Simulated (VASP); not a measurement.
# CdS (F-43m) in VASP: vibrations by perturbation theory with LDA

Aim: the vibrations by perturbation theory of CdS with LDA.

Program: VASP 6.6.1. These are calculated values, not measurements. Logs are shortened: lines on timing, memory, paths and dates and some standing lists are left out, and cuts for length are marked.

### 1 The cell of the first run

The structure is cubic, space group F-43m (No. 216). The conventional cell has a = 5.757 Å, b = 5.757 Å, c = 5.757 Å, α = 90.00°, β = 90.00°, γ = 90.00°. Cd (site symmetry -43m) has 4 S at 2.49 Å within 3.3 Å. Within 3.3 Å of S (site symmetry -43m) lie 4 Cd at 2.49 Å.

### 2 Vibrations by perturbation theory, LDA

File INCAR:

```
SYSTEM = CdS
  PREC = Accurate
  ENCUT = 630
  EDIFF = 1E-8
  ISMEAR = 0
  SIGMA = 0.01
  LREAL = .FALSE.
  LASPH = .TRUE.
  NELM = 120
  ALGO = Normal
  ISIF = 2
  LWAVE = .FALSE.
  LCHARG = .FALSE.
  IBRION = 8
  NSW = 1
  LEPSILON = .TRUE.
  GGA_COMPAT = .FALSE.
```

File KPOINTS:

```
regular mesh
0
G
  8 8 8
  0 0 0
```

File POSCAR:

```
CdS
1.0
    0.0000000000      2.8784522477      2.8784522477
    2.8784522477      0.0000000000      2.8784522477
    2.8784522477      2.8784522477      0.0000000000
Cd S
1 1
Direct
    0.0000000000      0.0000000000      0.0000000000
    0.7500000000      0.7500000000      0.7500000000
```

Potentials or basis: VASP PAW LDA potentials, release 64 (Cd_sv_GW, S).

The run is started by

```
$ cat potpaw_LDA.64/Cd_sv_GW/POTCAR potpaw_LDA.64/S/POTCAR > POTCAR
$ mpirun -np 1 vasp_std > vasp.out
```

OUTCAR:

```text
SYSTEM = CdS
   PREC = Accurate
   ENCUT = 630
   EDIFF = 1E-8
   ISMEAR = 0
   LREAL = .FALSE.
   LASPH = .TRUE.
   NELM = 120
   ISIF = 2
   IBRION = 8
   NSW = 1
   LEPSILON = .TRUE.

 ion  position               nearest neighbor table
   1  0.000  0.000  0.000-   2 2.49   2 2.49   2 2.49   2 2.49
   2  0.750  0.750  0.750-   1 2.49   1 2.49   1 2.49   1 2.49

  LATTYP: Found a face centered cubic cell.
 ALAT       =     5.7569044954

  Lattice vectors:

 A1 = (   0.0000000000,   2.8784522477,   2.8784522477)
 A2 = (   2.8784522477,   0.0000000000,   2.8784522477)
 A3 = (   2.8784522477,   2.8784522477,   0.0000000000)

Analysis of symmetry for initial positions (statically):
=====================================================================
 Subroutine PRICEL returns:
 Original cell was already a primitive cell.

 Routine SETGRP: Setting up the symmetry group for a
 face centered cubic supercell.

 Subroutine GETGRP returns: Found 24 space group operations
 (whereof 24 operations were pure point group operations)
 out of a pool of 48 trial point group operations.

The static configuration has the point symmetry T_d .

Analysis of symmetry for dynamics (positions and initial velocities):
=====================================================================
 Subroutine PRICEL returns:
 Original cell was already a primitive cell.

 Routine SETGRP: Setting up the symmetry group for a
 face centered cubic supercell.

 Subroutine GETGRP returns: Found 24 space group operations
 (whereof 24 operations were pure point group operations)
 out of a pool of 48 trial point group operations.

The dynamic configuration has the point symmetry T_d .

 Subroutine INISYM returns: Found 24 space group operations
 (whereof 24 operations are pure point group operations),
 and found     1 'primitive' translations

----------------------------------------------------------------------------------------

                                     Primitive cell

  volume of cell :      47.6988

  direct lattice vectors                    reciprocal lattice vectors
     0.000000000  2.878452248  2.878452248    -0.173704462  0.173704462  0.173704462
     2.878452248  0.000000000  2.878452248     0.173704462 -0.173704462  0.173704462
     2.878452248  2.878452248  0.000000000     0.173704462  0.173704462 -0.173704462

  length of vectors
     4.070746207  4.070746207  4.070746207     0.300864954  0.300864954  0.300864954

  position of ions in fractional coordinates (direct lattice)
     0.000000000  0.000000000  0.000000000
     0.750000000  0.750000000  0.750000000

  ion indices of the primitive-cell ions
   primitive index   ion index
                 1           1
                 2           2

----------------------------------------------------------------------------------------

 KPOINTS: regular mesh

Automatic generation of k-mesh.
 Grid dimensions read from file:
 generate k-points for:    8    8    8

 Generating k-lattice:

  Cartesian coordinates                     Fractional coordinates (reciprocal lattice)
    -0.021713058  0.021713058  0.021713058     0.125000000  0.000000000  0.000000000
     0.021713058 -0.021713058  0.021713058     0.000000000  0.125000000  0.000000000
     0.021713058  0.021713058 -0.021713058     0.000000000  0.000000000  0.125000000

  Length of vectors
     0.037608119  0.037608119  0.037608119

  Shift w.r.t. Gamma in fractional coordinates (k-lattice)
     0.000000000  0.000000000  0.000000000

 Subroutine IBZKPT returns following result:
 ===========================================

 Found     29 irreducible k-points:

 Following reciprocal coordinates:
            Coordinates               Weight
  0.000000  0.000000  0.000000      1.000000
  0.125000  0.000000  0.000000      8.000000
[... 586 lines left out ...]
     0.000000000  2.878452248  2.878452248    -0.173704462  0.173704462  0.173704462
     2.878452248  0.000000000  2.878452248     0.173704462 -0.173704462  0.173704462
     2.878452248  2.878452248  0.000000000     0.173704462  0.173704462 -0.173704462

 POSITION                                       TOTAL-FORCE (eV/Angst)
 -----------------------------------------------------------------------------------
      0.00000      0.00000      0.00000         0.000000      0.000000      0.000000
      4.31768      4.31768      4.31768        -0.000000     -0.000000     -0.000000
 -----------------------------------------------------------------------------------
    total drift:                               -0.000000     -0.000000     -0.000000

  FREE ENERGIE OF THE ION-ELECTRON SYSTEM (eV)
  ---------------------------------------------------
  free  energy   TOTEN  =        -7.4484410675 eV

  energy  without entropy=       -7.4484410675  energy(sigma->0) =       -7.44844107

 HEAD OF MICROSCOPIC STATIC DIELECTRIC TENSOR (INDEPENDENT PARTICLE, excluding Hartree and local field effects)
 ------------------------------------------------------
           7.777393    -0.000000    -0.000000
           0.000000     7.777393    -0.000000
          -0.000000     0.000000     7.777393
 ------------------------------------------------------

 Free energy of the ion-electron system (eV)
  ---------------------------------------------------
  ---------------------------------------------------
  free energy    TOTEN  =        -0.87300171 eV

  energy without entropy =       -0.87300171

------------------------ aborting loop because EDIFF is reached ----------------------------------------

--------------------------------------- Ionic step        2  -------------------------------------------

------------------------ aborting loop because EDIFF is reached ----------------------------------------

--------------------------------------- Ionic step        3  -------------------------------------------

------------------------ aborting loop because EDIFF is reached ----------------------------------------

 PIEZOELECTRIC TENSOR FIELD DIRECTION 3  (e Angst)
 -----------------------------------------------------------------------------
    -0.00232  1.71027  0.00000           ( -0.00000 -0.07930  0.00000)
     1.71027 -0.00232  0.00000           ( -0.07930 -0.00000  0.00000)
     0.00000  0.00000  0.00245           (  0.00000  0.00000 -0.00000)

 PIEZOELECTRIC TENSOR FIELD DIRECTION 3  (C/m^2)
 -----------------------------------------------------------------------------
    -0.00078  0.57447  0.00000
     0.57447 -0.00078  0.00000
     0.00000  0.00000  0.00082

--------------------------------------- Ionic step        4  -------------------------------------------

------------------------ aborting loop because EDIFF is reached ----------------------------------------

[... ionic steps 5 to 6 ...]

--------------------------------------- Ionic step        7  -------------------------------------------

 Free energy of the ion-electron system (eV)
  ---------------------------------------------------
  ---------------------------------------------------
  free energy    TOTEN  =        -0.10602386 eV

  energy without entropy =       -0.10602386

------------------------ aborting loop because EDIFF is reached ----------------------------------------

 INTERNAL STRAIN TENSOR  FOR ION    2  DIRECTION 1   (eV/Angst):
 -----------------------------------------------------------------------------
    -0.00176  0.00000  0.00000
     0.00000  0.00619  7.07731
     0.00000  7.07731  0.00619

 MACROSCOPIC STATIC DIELECTRIC TENSOR (including local field effects in DFT)
 ------------------------------------------------------
           7.324784    -0.000000    -0.000000
           0.000000     7.324784     0.000000
          -0.000000     0.000000     7.324784
 ------------------------------------------------------

 PIEZOELECTRIC TENSOR (including local field effects)  for field in x, y, z        (e  Angst)
          XX          YY          ZZ          XY          YZ          ZX
  --------------------------------------------------------------------------------
  x    -0.00000    -0.00000     0.00000     0.00000     1.72434    -0.00000
  y     0.00000    -0.00000     0.00000     0.00000    -0.00000     1.72434
  z     0.00000     0.00000     0.00000     1.72434     0.00000     0.00000

 PIEZOELECTRIC TENSOR (including local field effects)  for field in x, y, z        (C/m^2)
          XX          YY          ZZ          XY          YZ          ZX
  --------------------------------------------------------------------------------
  x    -0.00000    -0.00000     0.00000     0.00000     0.57920    -0.00000
  y     0.00000    -0.00000     0.00000     0.00000    -0.00000     0.57920
  z     0.00000     0.00000     0.00000     0.57920     0.00000     0.00000

 BORN EFFECTIVE CHARGES (including local field effects) (in |e|, cummulative output)
 ---------------------------------------------------------------------------------
 ion    1
    1     2.17032     0.00000     0.00000
    2     0.00000     2.17032     0.00000
    3     0.00000     0.00000     2.17032
 ion    2
    1    -2.17032     0.00000     0.00000
    2     0.00000    -2.17032     0.00000
    3     0.00000     0.00000    -2.17032

 INTERNAL STRAIN TENSOR FOR ION    2 for displacements in x,y,z  (eV/Angst):
          X           Y           Z          XY          YZ          ZX
  --------------------------------------------------------------------------------
  x     0.00000     0.00000     0.00000     0.00000     7.07731     0.00000
  y     0.00000     0.00000     0.00000     0.00000     0.00000     7.07731
  z     0.00000     0.00000     0.00000     7.07731     0.00000     0.00000

 SECOND DERIVATIVES (NOT SYMMETRIZED)
 ------------------------------------
               1X          1Y          1Z          2X          2Y          2Z
  1X    -5.500710    0.000000    0.000000    5.500710    0.000000    0.000000
  1Y     0.000000   -5.500710    0.000000    0.000000    5.500710    0.000000
  1Z     0.000000    0.000000   -5.500710    0.000000    0.000000    5.500710
  2X     5.480339    0.000000    0.000000   -5.480339    0.000000    0.000000
  2Y     0.000000    5.480339    0.000000    0.000000   -5.480339    0.000000
  2Z     0.000000    0.000000    5.480339    0.000000    0.000000   -5.480339

 Eigenvectors and eigenvalues of the dynamical matrix
 ----------------------------------------------------

   1 f  =    7.330037 THz    46.055983 2PiTHz  244.503725 cm-1    30.314585 meV
             X         Y         Z           dx          dy          dz
      0.000000  0.000000  0.000000     0.471791    0.000000    0.000000
      4.317678  4.317678  4.317678    -0.881710    0.000000    0.000000
[... 21 lines left out ...]
   6 f/i=    0.005657 THz     0.035542 2PiTHz    0.188687 cm-1     0.023394 meV
             X         Y         Z           dx          dy          dz
      0.000000  0.000000  0.000000    -0.287710   -0.195365    0.810227
      4.317678  4.317678  4.317678    -0.153950   -0.104537    0.433542

--------------------------------------------------------------------------------------------------------

 MACROSCOPIC STATIC DIELECTRIC TENSOR IONIC CONTRIBUTION
 ------------------------------------------------------
           3.254548     0.000000     0.000000
           0.000000     3.254548    -0.000000
           0.000000    -0.000000     3.254548
 ------------------------------------------------------

 ELASTIC MODULI CONTR FROM IONIC RELAXATION (kBar)
 Direction    XX          YY          ZZ          XY          YZ          ZX
 --------------------------------------------------------------------------------
 XX          -0.0000      0.0000      0.0000      0.0000     -0.0000     -0.0000
 YY           0.0000     -0.0000      0.0000      0.0000      0.0000      0.0000
 ZZ           0.0000      0.0000     -0.0000     -0.0000      0.0000     -0.0000
 XY           0.0000      0.0000     -0.0000   -323.6031     -0.0000      0.0000
 YZ          -0.0000      0.0000      0.0000     -0.0000   -323.6031     -0.0000
 ZX          -0.0000      0.0000     -0.0000      0.0000     -0.0000   -323.6031
 --------------------------------------------------------------------------------

 PIEZOELECTRIC TENSOR IONIC CONTR  for field in x, y, z        (C/m^2)
          XX          YY          ZZ          XY          YZ          ZX
  --------------------------------------------------------------------------------
  x    -0.00000     0.00000     0.00000    -0.00000    -0.96566    -0.00000
  y    -0.00000     0.00000    -0.00000     0.00000    -0.00000    -0.96566
  z     0.00000     0.00000    -0.00000    -0.96566    -0.00000     0.00000
```

Run time: 40 min. Hardware: 1 thread of Intel Xeon Platinum 8259CL at 2.50GHz (Skylake/Cascade Lake), shared host; peak memory 0.44 GiB.

What came out:

```yaml
Electronic_dielectric_tensor_diagonal: 7.32
Born_charges_mean_of_the_diagonal: Cd +2.17; S -2.17 e
Highest_phonon_frequency_at_Γ_LO-TO_splitting_left_out: 245 cm⁻¹
```

Phonon frequencies in cm⁻¹ (negative: imaginary):
```
              q point        frequencies
(0.000, 0.000, 0.000)  0 0 0 245 245 245
```

Electronic dielectric tensor:
```
7.32 0.00 0.00
0.00 7.32 0.00
0.00 0.00 7.32
```

Born effective charge tensors (e):
atom 1, Cd
```
2.17 0.00 0.00
0.00 2.17 0.00
0.00 0.00 2.17
```
atom 2, S
```
-2.17  0.00  0.00
 0.00 -2.17  0.00
 0.00  0.00 -2.17
```
